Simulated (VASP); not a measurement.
Input of a VASP 6.6.1 run:

File INCAR:

```
SYSTEM = Al3GaN4
PREC = Accurate
ENCUT = 600
EDIFF = 1E-7
ISMEAR = 0
SIGMA = 0.02
LREAL = .FALSE.
LASPH = .TRUE.
NELM = 120
ALGO = Normal
ISIF = 3
LWAVE = .FALSE.
LCHARG = .FALSE.
GGA = PS
IBRION = 2
NSW = 100
EDIFFG = -0.005
GGA_COMPAT = .FALSE.
NELMIN = 4
```

The input KPOINTS:

```
regular mesh
0
G
  6 4 4
  0 0 0
```

The input POSCAR:

```
Al3GaN4
1.0
    0.0000000000      0.0000000000     -5.0437841803
    3.1296172384      5.4206560652      0.0000000000
    3.1268875089     -5.4190800551      0.0000000000
Al Ga N
6 2 8
Direct
    0.0026657222      0.1685735832      0.3337921773
    0.0028947232      0.1668766102      0.8337532204
    0.0026657222      0.6652185940      0.3337921773
    0.5026657222      0.3314264168      0.6662078227
    0.5028947232      0.3331233898      0.1662467796
    0.5026657222      0.8347814060      0.6662078227
    0.0015564716      0.6656921314      0.8313842628
    0.5015564716      0.8343078686      0.1686157372
    0.6259004903      0.1740430254      0.3367338803
    0.6239859826      0.1668870211      0.8337740422
    0.6259004903      0.6626908549      0.3367338803
    0.6144303976      0.6633764452      0.8267528903
    0.1259004903      0.3259569746      0.6632661197
    0.1239859826      0.3331129789      0.1662259578
    0.1259004903      0.8373091451      0.6632661197
    0.1144303976      0.8366235548      0.1732471097
```

Potentials or basis: VASP PAW PBE potentials, release 64 (Al, Ga_d, N).

Command:

```console
$ cat potpaw_PBE.64/Al/POTCAR potpaw_PBE.64/Ga_d/POTCAR potpaw_PBE.64/N/POTCAR > POTCAR
$ mpirun -np 1 vasp_std > vasp.out
```

Task: Estimate the band gap on the k mesh.

Result: 3.52 eV.

Task: Estimate the relaxed cell.

Result: a = 5.042 Å, b = 6.258 Å, c = 6.255 Å, α = 120.01°, β = 90.00°, γ = 90.00°.

Task: What does it give for the relaxed volume?

Result: 10.68 Å³/atom.

Task: What does it give for the space group after relaxing (to 0.1 Å)?

Result: Cmc2_1 (No. 36).

Forces on the atoms (eV/Å):
```
Al   0.000 -0.001  0.000
Al  -0.001  0.000 -0.001
Al   0.000  0.001  0.000
Al   0.000  0.001  0.000
Al   0.001  0.000 -0.001
Al   0.000 -0.001  0.000
Ga   0.002 -0.001 -0.001
Ga  -0.002  0.001 -0.001
N    0.000 -0.001  0.001
N    0.000  0.000  0.001
N    0.001  0.001  0.001
N    0.000  0.000 -0.001
N    0.000  0.001  0.001
N    0.000  0.000  0.001
N   -0.001 -0.001  0.001
N    0.000  0.000 -0.001
```

Caveat: the PAW data sets were made with another functional, which shifts forces and pressure a little. A k mesh can miss the band edges.
